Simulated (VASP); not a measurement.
# SnSe (I4/mmm) in VASP: electric field gradients with PBE

Aim: the electric field gradients of SnSe with PBE.

Everything below comes from runs of VASP 6.6.1. Logs are shortened: lines on timing, memory, paths and dates and some standing lists are left out, and cuts for length are marked.

## (1) The cell of the first run

Symmetry: I4/mmm, No. 139, tetragonal system. The conventional cell has a = 4.257 Å, b = 4.257 Å, c = 5.839 Å, α = 90.00°, β = 90.00°, γ = 90.00°. Within 3.8 Å of Sn (site symmetry 4/mmm) lie 6 Se at 2.92 to 3.01 Å. Within 3.8 Å of Se (site symmetry 4/mmm) lie 6 Sn at 2.92 to 3.01 Å.

## (2) Electric field gradients, PBE (zz strain of -3 %)

File INCAR:

```
PREC = Accurate ; ENCUT = 520
EDIFF = 1E-8 ; ISMEAR = -1
SIGMA = 0.02 ; LREAL = False
LASPH = True ; NELM = 100
ALGO = Normal ; ISIF = 2
LWAVE = False ; LCHARG = False
GGA = PE ; LEFG = True
NBANDS = 17
```

File KPOINTS:

```
regular mesh
0
Gamma
  9 9 9
```

File POSCAR:

```
SnSe
1.0
    0.0000000000      3.0100000000      2.9197000000
    3.0100000000      0.0000000000      2.9197000000
    3.0100000000      3.0100000000      0.0000000000
Sn Se
1 1
Direct
    0.0000000000      0.0000000000      0.0000000000
    0.5000000000      0.5000000000      0.5000000000
```

Potentials or basis: VASP PAW PBE potentials, release 64 (Sn_d, Se).

Started as:

```sh
cat potpaw_PBE.64/Sn_d/POTCAR potpaw_PBE.64/Se/POTCAR > POTCAR
mpirun -np 1 vasp_std > vasp.out
```

OUTCAR:

```text
PREC = Accurate
   ENCUT = 520
   EDIFF = 1E-8
   ISMEAR = -1
   LREAL = False
   LASPH = True
   NELM = 100
   ISIF = 2
   GGA = PE

 ion  position               nearest neighbor table
   1  0.000  0.000  0.000-   2 2.92   2 2.92   2 3.01   2 3.01   2 3.01   2 3.01
   2  0.500  0.500  0.500-   1 2.92   1 2.92   1 3.01   1 3.01   1 3.01   1 3.01

  LATTYP: Found a body centered tetragonal cell.
 ALAT       =     4.2567828227
 C/A-ratio  =     1.3717871555

  Lattice vectors:

 A1 = (   0.0000000000,  -3.0100000000,  -2.9197000000)
 A2 = (   0.0000000000,   3.0100000000,  -2.9197000000)
 A3 = (   3.0100000000,   0.0000000000,   2.9197000000)

Analysis of symmetry for initial positions (statically):
=====================================================================
 Subroutine PRICEL returns:
 Original cell was already a primitive cell.

 Routine SETGRP: Setting up the symmetry group for a
 body centered tetragonal supercell.

 Subroutine GETGRP returns: Found 16 space group operations
 (whereof 16 operations were pure point group operations)
 out of a pool of 16 trial point group operations.

The static configuration has the point symmetry D_4h.

Analysis of symmetry for dynamics (positions and initial velocities):
=====================================================================
 Subroutine PRICEL returns:
 Original cell was already a primitive cell.

 Routine SETGRP: Setting up the symmetry group for a
 body centered tetragonal supercell.

 Subroutine GETGRP returns: Found 16 space group operations
 (whereof 16 operations were pure point group operations)
 out of a pool of 16 trial point group operations.

The dynamic configuration has the point symmetry D_4h.

 Subroutine INISYM returns: Found 16 space group operations
 (whereof 16 operations are pure point group operations),
 and found     1 'primitive' translations

----------------------------------------------------------------------------------------

                                     Primitive cell

  volume of cell :      52.9055

  direct lattice vectors                    reciprocal lattice vectors
     0.000000000  3.010000000  2.919700000    -0.166112957  0.166112957  0.171250471
     3.010000000  0.000000000  2.919700000     0.166112957 -0.166112957  0.171250471
[... 124 lines left out ...]
 Free energy of the ion-electron system (eV)
  ---------------------------------------------------
  ext. energy  EPLUGINS =         0.00000000
  ---------------------------------------------------
  free energy    TOTEN  =        -8.17993309 eV

  energy without entropy =       -8.17993284  energy(sigma->0) =       -8.17993296

 E-fermi :   6.2265     XC(G=0):  -9.7356

 val. band max:        5.9986947836   @ k =  -0.3333   0.0000   0.1111
 cond. band min:       6.4442760169   @ k =  -0.3333   0.1111   0.0000
 fundamental gap:      0.4455812333
 Fermi energy:         6.2264617113

 k-point     1 :       0.0000    0.0000    0.0000
  band No.  band energies     occupation
      1     -15.6722      2.00000
      2     -15.6722      2.00000
      3     -15.6636      2.00000
      4     -15.6636      2.00000
      5     -15.6596      2.00000
      6      -8.1474      2.00000
[... 457 lines left out ...]
      4     -15.6429      2.00000
      5     -15.6429      2.00000
      6      -6.8152      2.00000
[... 9 lines left out ...]
     16      17.8140      0.00000
     17      18.5423      0.00000

 [... further k-points ...]

------------------------ aborting loop because EDIFF is reached ----------------------------------------

  FORCE on cell =-STRESS in cart. coord.  units (eV):
  Direction    XX          YY          ZZ          XY          YZ          ZX
  --------------------------------------------------------------------------------------
  -------------------------------------------------------------------------------------
  Total        0.4636657      0.4636657      1.9479943      0.0000000      0.0000000     -0.0000000
  in kB       14.0415273     14.0415273     58.9925349      0.0000000      0.0000000     -0.0000000
  external PRESSURE =      29.0251965 kB  Pullay stress =       0.0000000 kB

 VOLUME and BASIS-vectors are now :
 -----------------------------------------------------------------------------
  energy-cutoff  :      520.00
  volume of cell :       52.91
      direct lattice vectors                 reciprocal lattice vectors
     0.000000000  3.010000000  2.919700000    -0.166112957  0.166112957  0.171250471
     3.010000000  0.000000000  2.919700000     0.166112957 -0.166112957  0.171250471
     3.010000000  3.010000000  0.000000000     0.166112957  0.166112957 -0.171250471

 POSITION                                       TOTAL-FORCE (eV/Angst)
 -----------------------------------------------------------------------------------
      0.00000      0.00000      0.00000        -0.000000      0.000000      0.000000
      3.01000      3.01000      2.91970         0.000000     -0.000000      0.000000
 -----------------------------------------------------------------------------------
    total drift:                                0.000000     -0.000000     -0.000000

  FREE ENERGIE OF THE ION-ELECTRON SYSTEM (eV)
  ---------------------------------------------------
  free  energy   TOTEN  =        -8.1799330853 eV

  energy  without entropy=       -8.1799328395  energy(sigma->0) =       -8.17993296

 Electric field gradients (V/A^2)
---------------------------------------------------------------------
 ion       V_xx      V_yy      V_zz      V_xy      V_xz      V_yz
---------------------------------------------------------------------
   1      22.054    22.054   -44.109     0.001     0.003     0.003
   2       2.985     2.985    -5.969    -0.000    -0.000    -0.000
---------------------------------------------------------------------

 Electric field gradients after diagonalization (V/A^2)
 (convention: |V_zz| > |V_xx| > |V_yy|)
----------------------------------------------------------------------
 ion       V_xx      V_yy      V_zz     asymmetry (V_yy - V_xx)/ V_zz
----------------------------------------------------------------------
   1      22.055    22.054   -44.109       0.000
   2       2.985     2.985    -5.969       0.000
----------------------------------------------------------------------

           NMR quadrupolar parameters

 Cq : quadrupolar parameter    Cq=e*Q*V_zz/h
 eta: asymmetry parameters     (V_yy - V_xx)/ V_zz
 Q  : nuclear electric quadrupole moment in mb (millibarn)
----------------------------------------------------------------------
 ion       Cq(MHz)       eta       Q (mb)
----------------------------------------------------------------------
   1      -0.107       0.000       1.000
   2      -0.014       0.000       1.000
----------------------------------------------------------------------
```

Run time: 32 s. Hardware: 1 thread of AMD EPYC 9R45 (Zen 5), shared host; peak memory 0.19 GiB.

What came out:

| Quantity | Value |
| --- | --- |
| Free energy | -8.1799 eV |
| Pressure | 2.9 GPa |
| Band gap on the k mesh | 0.45 eV (least direct gap 0.49 eV) |
| Largest electric field gradient by atom | Sn -44.1; Se -6.0 V/Å² |

Electric field gradients, principal values (V/Å²):
| atom | least | middle | greatest (by size) |
| --- | --- | --- | --- |
| 1 Sn | 22.054 | 22.055 | -44.109 |
| 2 Se | 2.985 | 2.985 | -5.969 |

Caveat: the cell differs from its parent crystal (zz strain of -3 %); without QUAD_EFG the Cq values of the log hold for a quadrupole moment of 1 mb, not for the nuclei; spin-orbit coupling is left out, which moves the levels of the heavy elements; an odd mesh through Γ misses points on the zone boundary, where band edges can lie.
